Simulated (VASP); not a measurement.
**PbSe: single point with HSE06**

Crystal: PbSe.

```
Pb Se
1.0
     0.00000    3.62757    3.42320
     3.62757    0.00000    3.42320
     3.62757    3.62757    0.00000
Pb Se
1 1
Direct
  0.00000 0.00000 0.00000
  0.25000 0.25000 0.25000
```

This cell differs from its parent crystal: biaxial xy strain +6.0%.

```json
{"Program": "VASP 6.6.1", "Task": "single point", "Functional": "HSE06", "Potentials or basis": "VASP PAW PBE potentials, release 64 (Pb_d, Se)", "Cutoff": "520 eV", "k mesh": "4 × 4 × 4", "Occupations": "gaussian, width 0.01 eV", "Spin": "no spin polarisation", "Dipole correction": "no", "Grid for exact exchange (PRECFOCK)": "Normal", "Further INCAR settings": "ALGO = Normal; EDIFF = 1e-06; NBANDS = 17", "Share of exact exchange": "0.25", "Screening parameter": "0.2079 1/Å"}
```

- Pressure: -3.1 GPa
- Band gap on the k mesh: 1.18 eV (least direct gap 1.76 eV)

Stress tensor (GPa, compression positive):
```
-3.25  0.00  0.00
 0.00 -3.25  0.00
 0.00  0.00 -2.72
```

Levels at points of the mesh, in eV from the valence-band top:
| k point | band 6 | band 7 | band 8 | band 9 | band 10 | band 11 | band 12 | band 13 | band 14 | band 15 |
| --- | --- | --- | --- | --- | --- | --- | --- | --- | --- | --- |
| (0.00, 0.00, 0.00) | -13.47 | -7.08 | -1.66 | -1.66 | -1.48 | 2.55 | 2.72 | 2.72 | 5.17 | 8.52 |
| (0.50, 0.00, 0.00) | -12.99 | -8.32 | -2.18 | -1.98 | -1.91 | 3.35 | 3.40 | 3.91 | 7.05 | 8.27 |
| (0.50, 0.50, 0.00) | -12.78 | -8.57 | -2.84 | -2.84 | -0.65 | 1.18 | 5.18 | 5.18 | 6.62 | 8.16 |
| (0.50, 0.00, 0.50) | -12.82 | -8.67 | -2.65 | -2.65 | -0.48 | 1.28 | 4.99 | 5.18 | 6.42 | 8.09 |

Wall time 23 min on 1 thread of Intel(R) Xeon(R) Platinum 8259CL CPU @ 2.50GHz (Skylake/Cascade Lake), on a shared host, peak memory 0.35 GiB.

Caveat: the cell differs from its parent crystal (biaxial xy strain +6.0%); the cell stands under tension; the PAW data sets were made with another functional, which shifts forces and pressure a little; spin-orbit coupling is left out, which moves the levels of the heavy elements. A k mesh can miss the band edges.
